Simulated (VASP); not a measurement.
# TaN (P-6m2) in VASP: a series of runs

The runs below take TaN through single point, relaxation of shape and atoms at fixed volume, with r2SCAN.

Program: VASP 6.6.1. These are calculated values, not measurements. Logs are shortened: lines on timing, memory, paths and dates and some standing lists are left out, and cuts for length are marked.

## Step 1: The cell of the first run

It takes space group P-6m2 (No. 187, hexagonal). Conventional cell: a = 2.873 Å, b = 2.873 Å, c = 2.833 Å, α = 90.00°, β = 90.00°, γ = 120.00°. Ta (site symmetry -6m2) has 6 N at 2.18 Å and 8 Ta at 2.83 to 2.87 Å within 2.9 Å. N (site symmetry -6m2) has 6 Ta at 2.18 Å and 8 N at 2.83 to 2.87 Å within 2.9 Å.

## Step 2: Single point, r2SCAN (10.12 Å³/atom)

Contents of POSCAR:

```
TaN
1.0
    2.8726309253      0.0000000000      0.0000000000
   -1.4363154627      2.4877713570      0.0000000000
    0.0000000000      0.0000000000      2.8327900995
Ta N
1 1
Direct
    0.3333333333      0.6666666667      0.5000000000
    0.0000000000      0.0000000000      0.0000000000
```

Contents of INCAR.step1:

```
  ALGO = Normal
  EDIFF = 1E-4
  ENCUT = 520
  GGA = PE
  ISMEAR = 0
  LASPH = True
  LCHARG = False
  LREAL = False
  LWAVE = True
  NBANDS = 15
  NELM = 60
  PREC = Accurate
  SIGMA = 0.1
```

Contents of INCAR.step2:

```
  ALGO = Normal
  EDIFF = 1E-6
  ENCUT = 520
  ISIF = 2
  ISMEAR = 0
  ISTART = 1
  LASPH = True
  LCHARG = False
  LMIXTAU = True
  LREAL = False
  LWAVE = False
  METAGGA = R2SCAN
  NBANDS = 15
  NELM = 60
  PREC = Accurate
  SIGMA = 0.1
```

Contents of KPOINTS:

```
k-points
0
Gamma
  18 18 14
```

Potentials or basis: VASP PAW PBE potentials, release 64 (Ta_pv, N).

Launch:

```sh
cat potpaw_PBE.64/Ta_pv/POTCAR potpaw_PBE.64/N/POTCAR > POTCAR
cp INCAR.step1 INCAR
mpirun -np 1 vasp_std > vasp.out
cp INCAR.step2 INCAR
mpirun -np 1 vasp_std > vasp.out
```

OUTCAR:

```text
EDIFF = 1E-6
   ENCUT = 520
   ISIF = 2
   ISMEAR = 0
   ISTART = 1
   LASPH = True
   LREAL = False
   METAGGA = R2SCAN
   NELM = 60
   PREC = Accurate

 ion  position               nearest neighbor table
   1  0.333  0.667  0.500-   2 2.18   2 2.18   2 2.18   2 2.18   2 2.18   2 2.18
   2  0.000  0.000  0.000-   1 2.18   1 2.18   1 2.18   1 2.18   1 2.18   1 2.18

  LATTYP: Found a hexagonal cell.
 ALAT       =     2.8726309253
 C/A-ratio  =     0.9861308930

  Lattice vectors:

 A1 = (   2.8726309253,   0.0000000000,   0.0000000000)
 A2 = (  -1.4363154627,   2.4877713570,   0.0000000000)
 A3 = (   0.0000000000,   0.0000000000,   2.8327900995)

Analysis of symmetry for initial positions (statically):
=====================================================================
 Subroutine PRICEL returns:
 Original cell was already a primitive cell.

 Routine SETGRP: Setting up the symmetry group for a
 hexagonal supercell.

 Subroutine GETGRP returns: Found 12 space group operations
 (whereof 12 operations were pure point group operations)
 out of a pool of 24 trial point group operations.

The static configuration has the point symmetry D_3h.

Analysis of symmetry for dynamics (positions and initial velocities):
=====================================================================
 Subroutine PRICEL returns:
 Original cell was already a primitive cell.

 Routine SETGRP: Setting up the symmetry group for a
 hexagonal supercell.

 Subroutine GETGRP returns: Found 12 space group operations
 (whereof 12 operations were pure point group operations)
 out of a pool of 24 trial point group operations.

The dynamic configuration has the point symmetry D_3h.

 Subroutine INISYM returns: Found 12 space group operations
 (whereof 12 operations are pure point group operations),
 and found     1 'primitive' translations

----------------------------------------------------------------------------------------

                                     Primitive cell

  volume of cell :      20.2444

  direct lattice vectors                    reciprocal lattice vectors
     2.872630925  0.000000000  0.000000000     0.348112941  0.200983100  0.000000000
    -1.436315463  2.487771357  0.000000000     0.000000000  0.401966200  0.000000000
[... 86 lines left out ...]
   LREAL  =      F    real-space projection
   EDIFFG = 0.1E-04   stopping-criterion for IOM
   NSW    =      0    number of steps for IOM
   IBRION =     -1    ionic relax: 0-MD 1-quasi-New 2-CG
   NFREE  =      0    steps in history (QN), initial steepest desc. (CG)
   ISIF   =      2    stress and relaxation
   ISYM   =      2    0-nonsym 1-usesym 2-fastsym
   POTIM  = 0.5000    time-step for ionic-motion
   TEBEG  =    0.0;   TEEND  =   0.0 temperature during run
   PSTRESS=    0.0 pullay stress
   NELECT =      16.0000    total number of electrons
   NUPDOWN=      -1.0000    fix difference up-down
   EMIN   =  10.00;   EMAX   =-10.00  energy-range for DOS
   EFERMI =   0.00;   METHOD = LEGACY
   ISMEAR =     0;   SIGMA  =   0.10  broadening in eV -4-tet -1-fermi 0-gaus
   EFERMI_NEDOS =   21; number of points for ismear=-14 and -15
   IALGO  =     38    algorithm
   IMIX   =      4    mixing-type and parameters
     AMIX     =   0.40;   BMIX     =  1.00
     AMIX_MAG =   1.60;   BMIX_MAG =  1.00
  volume/ion in A,a.u.               =      10.12        68.31
  Fermi-wavevector in a.u.,A,eV,Ry     =   1.513607  2.860303 31.171050  2.291008
  Thomas-Fermi vector in A             =   2.623376
   LORBIT       =      0    0 simple, 1 ext, 2 COOP (PROOUT), +10 PAW based schemes
   METAGGA = R2SCAN    functional components
   LHFCALC =     F    Hartree Fock is set to
   AEXX    =    0.0000 exact exchange contribution
   IVDW    =     0    specifies the selected vdW correction
   LEPSILON=     F    determine dielectric tensor
   LRPA    =     F    only Hartree local field effects (RPA)
 non-spin polarized calculation
 Gauss-broadening in eV      SIGMA  =   0.10
  energy-cutoff  :      520.00
  volume of cell :       20.24
 maximum number of plane-waves:       574
 NGX is ok and might be reduce to    24
   NGX = 11   NGY = 11   NGZ = 11

 number of electron      15.9999999 magnetization

 Free energy of the ion-electron system (eV)
  ---------------------------------------------------
  ext. energy  EPLUGINS =         0.00000000
  ---------------------------------------------------
  free energy    TOTEN  =       -60.28251235 eV

  energy without entropy =      -60.28227860  energy(sigma->0) =      -60.28239548

 E-fermi :   8.8705     XC(G=0): -14.7441

 val. band max:        8.8324365938   @ k =   0.0000   0.0000   0.4286
 cond. band min:       8.8980545928   @ k =   0.0556   0.0000   0.5000
 fundamental gap:      0.0656179990
 Fermi energy:         8.8705290403

 k-point     1 :       0.0000    0.0000    0.0000
  band No.  band energies     occupation
      1     -27.0819      2.00000
      2     -26.7638      2.00000
      3     -26.7638      2.00000
      4     -10.4084      2.00000
      5       3.8028      2.00000
      6       3.8028      2.00000
      7       4.1745      2.00000
      8       5.6326      2.00000
      9      11.9136      0.00000
     10      12.9197      0.00000
     11      12.9197      0.00000
     12      13.4769      0.00000
     13      13.4769      0.00000
     14      19.7695      0.00000
[... 401 lines left out ...]
      2     -27.1580      2.00000
      3     -26.8903      2.00000
      4      -7.8479      2.00000
      5       0.1283      2.00000
      6       3.1152      2.00000
      7       4.2160      2.00000
      8       6.3102      2.00000
      9      11.5407      0.00000
     10      12.3580      0.00000
     11      14.1024      0.00000
     12      15.7538      0.00000
     13      18.7018      0.00000
     14      19.7674      0.00000
     15      22.7556      0.00000

 [... further k-points ...]
[... 5 lines left out ...]
  --------------------------------------------------------------------------------------
  -------------------------------------------------------------------------------------
  Total        3.4549145      3.4549145      3.4911541     -0.0000000     -0.0000000      0.0000000
  in kB      273.4281358    273.4281358    276.2961991     -0.0000000     -0.0000000      0.0000000
  external PRESSURE =     274.3841569 kB  Pullay stress =       0.0000000 kB

 VOLUME and BASIS-vectors are now :
 -----------------------------------------------------------------------------
  energy-cutoff  :      520.00
  volume of cell :       20.24
      direct lattice vectors                 reciprocal lattice vectors
     2.872630925  0.000000000  0.000000000     0.348112941  0.200983100  0.000000000
    -1.436315463  2.487771357  0.000000000     0.000000000  0.401966200  0.000000000
     0.000000000  0.000000000  2.832790099     0.000000000  0.000000000  0.353008859

 POSITION                                       TOTAL-FORCE (eV/Angst)
 -----------------------------------------------------------------------------------
     -0.00000      1.65851      1.41640         0.000000     -0.000000      0.000000
      0.00000      0.00000      0.00000         0.000000      0.000000      0.000000
 -----------------------------------------------------------------------------------
    total drift:                                0.000001     -0.000000     -0.000000

  FREE ENERGIE OF THE ION-ELECTRON SYSTEM (eV)
  ---------------------------------------------------
  free  energy   TOTEN  =       -60.2825123498 eV

  energy  without entropy=      -60.2822786006  energy(sigma->0) =      -60.28239548
```

OUTCAR.step1:

```text
EDIFF = 1E-4
   ENCUT = 520
   GGA = PE
   ISMEAR = 0
   LASPH = True
[... 654 lines left out ...]
 -----------------------------------------------------------------------------------
     -0.00000      1.65851      1.41640         0.000000     -0.000000      0.000000
      0.00000      0.00000      0.00000        -0.000000      0.000000      0.000000
 -----------------------------------------------------------------------------------
    total drift:                                0.000000     -0.000000     -0.000000

  FREE ENERGIE OF THE ION-ELECTRON SYSTEM (eV)
  ---------------------------------------------------
  free  energy   TOTEN  =       -22.2961655577 eV

  energy  without entropy=      -22.2959314595  energy(sigma->0) =      -22.29604851
```

Wall time 2.2 min (1 thread of Intel Xeon 6975P-C (Granite Rapids), shared host); peak memory 0.21 GiB.

What came out:

```yaml
Free_energy: -60.2825 eV
Pressure: 27.4 GPa
Band_gap_on_the_k_mesh: zero (bands 8 and 9 overlap by 0.28 eV)
```

Levels at points of the mesh, in eV from the Fermi level:
```
           k point  band 5  band 6  band 7  band 8  band 9  band 10  band 11  band 12
(0.00, 0.00, 0.00)   -5.07   -5.07   -4.70   -3.24    3.04     4.05     4.05     4.61
(0.50, 0.00, 0.00)   -8.96   -5.82   -3.87   -3.49    3.47     4.61     5.92     5.99
(0.00, 0.00, 0.50)  -10.11   -4.16   -4.16   -0.10   -0.10     2.51     3.87     3.87
(0.50, 0.00, 0.50)   -8.00   -6.70   -6.28   -0.38    4.97     6.04     6.67     8.12
```

Caveat: the cell stands under pressure; the PAW data sets were made with another functional, which shifts forces and pressure a little; spin-orbit coupling is left out, which moves the levels of the heavy elements.

## Step 3: Single point, r2SCAN (10.45 Å³/atom)

This run uses another cell than the first one, of 10.45 Å³/atom.

Contents of POSCAR:

```
TaN
1.0
    2.9047354656      0.0000000000      0.0000000000
   -1.4523677328      2.5155747045      0.0000000000
    0.0000000000      0.0000000000      2.8589381837
Ta N
1 1
Direct
    0.3333333333      0.6666666667      0.5000000000
    0.0000000000      0.0000000000      0.0000000000
```

Contents of INCAR.step1:

```
PREC     = Accurate       # precision mode
ENCUT    = 520            # plane-wave cutoff, eV
ISMEAR   = 0              # smearing method
SIGMA    = 0.1            # smearing width, eV
LREAL    = False          # projectors in reciprocal space
LASPH    = True           # aspherical terms in the spheres
NELM     = 100            # most SCF steps
NBANDS   = 15             # bands
GGA      = PE             # functional
ALGO     = Normal         # electronic algorithm
EDIFF    = 1E-4           # SCF threshold, eV
LWAVE    = True           # write WAVECAR
LCHARG   = False          # write CHGCAR
```

Contents of INCAR.step2:

```
PREC     = Accurate       # precision mode
ENCUT    = 520            # plane-wave cutoff, eV
EDIFF    = 1E-6           # SCF threshold, eV
ISMEAR   = 0              # smearing method
SIGMA    = 0.1            # smearing width, eV
LREAL    = False          # projectors in reciprocal space
LASPH    = True           # aspherical terms in the spheres
NELM     = 100            # most SCF steps
ALGO     = Normal         # electronic algorithm
ISIF     = 2              # what is computed and relaxed
LWAVE    = False          # write WAVECAR
LCHARG   = True           # write CHGCAR
METAGGA  = R2SCAN         # meta-GGA
LMIXTAU  = True         
LELF     = True           # ELF
LVHAR    = True         
NBANDS   = 15             # bands
ISTART   = 1
```

Contents of KPOINTS:

```
Automatic mesh
0
Gamma
  18 18 14
```

Potentials or basis: VASP PAW PBE potentials, release 64 (Ta_pv, N).

Launch:

```sh
cat potpaw_PBE.64/Ta_pv/POTCAR potpaw_PBE.64/N/POTCAR > POTCAR
cp INCAR.step1 INCAR
mpirun -np 1 vasp_std > vasp.out
cp INCAR.step2 INCAR
mpirun -np 1 vasp_std > vasp.out
```

Run time: 2.2 min. Hardware: 1 thread of Intel Xeon 6975P-C (Granite Rapids), shared host; peak memory 0.22 GiB.

Results (log left out):

```yaml
Free_energy: -60.3650 eV
Pressure: 13.5 GPa
Band_gap_on_the_k_mesh: zero (bands 8 and 9 overlap by 0.26 eV)
```

Stress tensor (GPa, compression positive):
```
13.41  0.00  0.00
 0.00 13.41  0.00
 0.00  0.00 13.67
```

Levels at points of the mesh, in eV from the Fermi level:
```csv
k point,band 6,band 7,band 8,band 9,band 10,band 11
"(0.00, 0.00, 0.00)",-4.94,-4.54,-3.20,2.77,3.90,3.90
"(0.50, 0.00, 0.00)",-5.64,-3.74,-3.45,3.34,4.38,5.72
"(0.00, 0.00, 0.50)",-4.06,-4.06,-0.09,-0.09,2.44,3.75
"(0.50, 0.00, 0.50)",-6.58,-6.10,-0.45,4.71,5.76,6.38
```

Caveat: the cell stands under pressure; the PAW data sets were made with another functional, which shifts forces and pressure a little; spin-orbit coupling is left out, which moves the levels of the heavy elements.

## Step 4: Single point, r2SCAN (11.09 Å³/atom)

This run uses another cell than the first one, of 11.09 Å³/atom.

Contents of POSCAR:

```
TaN
1.0
    2.9669660294      0.0000000000      0.0000000000
   -1.4834830147      2.5694679536      0.0000000000
    0.0000000000      0.0000000000      2.9097674575
Ta N
1 1
Direct
    0.3333333333      0.6666666667      0.5000000000
    0.0000000000      0.0000000000      0.0000000000
```

Contents of INCAR.step1:

```
SYSTEM = TaN
  ALGO = Normal
  EDIFF = 1E-4
  ENCUT = 520
  GGA = PE
  ISMEAR = 0
  LASPH = .TRUE.
  LCHARG = .FALSE.
  LREAL = .FALSE.
  LWAVE = .TRUE.
  NBANDS = 15
  NELM = 80
  PREC = Accurate
  SIGMA = 0.1
```

Contents of INCAR.step2:

```
SYSTEM = TaN
  ALGO = Normal
  EDIFF = 1E-6
  ENCUT = 520
  ISIF = 2
  ISMEAR = 0
  ISTART = 1
  LASPH = .TRUE.
  LCHARG = .FALSE.
  LMIXTAU = .TRUE.
  LREAL = .FALSE.
  LWAVE = .FALSE.
  METAGGA = R2SCAN
  NBANDS = 15
  NELM = 80
  PREC = Accurate
  SIGMA = 0.1
```

Contents of KPOINTS:

```
k-points
0
G
  18 18 14
  0 0 0
```

Launch:

```sh
cat potpaw_PBE.64/Ta_pv/POTCAR potpaw_PBE.64/N/POTCAR > POTCAR
cp INCAR.step1 INCAR
mpirun -np 1 vasp_std > vasp.out
cp INCAR.step2 INCAR
mpirun -np 1 vasp_std > vasp.out
```

Run time: 2.2 min. Hardware: 1 thread of Intel Xeon 6975P-C (Granite Rapids), shared host; peak memory 0.22 GiB.

It converged, with:

```yaml
Free_energy: -60.3816 eV
Pressure: -8.5 GPa
Band_gap_on_the_k_mesh: zero (bands 8 and 9 overlap by 0.24 eV)
```

Stress tensor (GPa, compression positive):
```
-8.62  0.00  0.00
 0.00 -8.62  0.00
 0.00  0.00 -8.41
```

Levels at points of the mesh, in eV from the Fermi level:
```tsv
k point	band 4	band 5	band 6	band 7	band 8	band 9	band 10	band 11	band 12	band 13
(0.00, 0.00, 0.00)	-18.59	-4.70	-4.70	-4.26	-3.10	2.26	3.62	3.62	4.06	4.06
(0.50, 0.00, 0.00)	-16.42	-8.45	-5.30	-3.49	-3.36	3.10	3.97	5.23	5.38	7.61
(0.00, 0.00, 0.50)	-16.11	-9.54	-3.87	-3.87	-0.08	-0.08	2.30	3.52	3.52	8.61
(0.50, 0.00, 0.50)	-16.66	-7.47	-6.34	-5.78	-0.57	4.26	5.25	5.85	7.19	10.29
```

Caveat: the cell stands under tension; the PAW data sets were made with another functional, which shifts forces and pressure a little; spin-orbit coupling is left out, which moves the levels of the heavy elements.

## Step 5: Single point, r2SCAN (11.41 Å³/atom)

This run uses another cell than the first one, of 11.41 Å³/atom.

Contents of POSCAR:

```
TaN
1.0
    2.9971749066      0.0000000000      0.0000000000
   -1.4985874533      2.5956296087      0.0000000000
    0.0000000000      0.0000000000      2.9344579796
Ta N
1 1
Direct
    0.3333333333      0.6666666667      0.5000000000
    0.0000000000      0.0000000000      0.0000000000
```

Contents of INCAR.step1:

```
SYSTEM = TaN
  ALGO = Normal
  EDIFF = 1E-4
  ENCUT = 520
  GGA = PE
  ISMEAR = 0
  LASPH = .True.
  LCHARG = .False.
  LREAL = .False.
  LWAVE = .True.
  NBANDS = 15
  NELM = 60
  PREC = Accurate
  SIGMA = 0.1
```

Contents of INCAR.step2:

```
SYSTEM = TaN
  ALGO = Normal
  EDIFF = 1E-6
  ENCUT = 520
  ISIF = 2
  ISMEAR = 0
  ISTART = 1
  LASPH = .True.
  LCHARG = .False.
  LMIXTAU = .True.
  LREAL = .False.
  LWAVE = .False.
  METAGGA = R2SCAN
  NBANDS = 15
  NELM = 60
  PREC = Accurate
  SIGMA = 0.1
```

Contents of KPOINTS:

```
k-points
0
Gamma
  18 18 14
  0 0 0
```

Launch:

```sh
cat potpaw_PBE.64/Ta_pv/POTCAR potpaw_PBE.64/N/POTCAR > POTCAR
cp INCAR.step1 INCAR
mpirun -np 1 vasp_std > vasp.out
cp INCAR.step2 INCAR
mpirun -np 1 vasp_std > vasp.out
```

Run time: 2.2 min. Hardware: 1 thread of Intel Xeon 6975P-C (Granite Rapids), shared host; peak memory 0.22 GiB.

Results (log left out):

```
Free energy            : -60.3299 eV
Pressure               : -17.2 GPa
Band gap on the k mesh : zero (bands 8 and 9 overlap by 0.24 eV)
```

Stress tensor (GPa, compression positive):
```
-17.26   0.00   0.00
  0.00 -17.26   0.00
  0.00   0.00 -17.07
```

Levels at points of the mesh, in eV from the Fermi level:
| k point | band 4 | band 5 | band 6 | band 7 | band 8 | band 9 | band 10 | band 11 | band 12 | band 13 |
| --- | --- | --- | --- | --- | --- | --- | --- | --- | --- | --- |
| (0.00, 0.00, 0.00) | -18.37 | -4.59 | -4.59 | -4.13 | -3.05 | 2.02 | 3.49 | 3.49 | 3.90 | 3.90 |
| (0.50, 0.00, 0.00) | -16.31 | -8.28 | -5.14 | -3.38 | -3.31 | 2.99 | 3.79 | 5.01 | 5.21 | 7.34 |
| (0.00, 0.00, 0.50) | -16.03 | -9.36 | -3.78 | -3.78 | -0.07 | -0.07 | 2.24 | 3.42 | 3.42 | 8.34 |
| (0.50, 0.00, 0.50) | -16.49 | -7.30 | -6.22 | -5.63 | -0.62 | 4.05 | 5.03 | 5.61 | 6.92 | 9.94 |

Caveat: the cell stands under tension; the PAW data sets were made with another functional, which shifts forces and pressure a little; spin-orbit coupling is left out, which moves the levels of the heavy elements.

(Part 1 of 2 ends here.)

The gap in the log of VASP goes by the Fermi energy; the results here count the filled bands.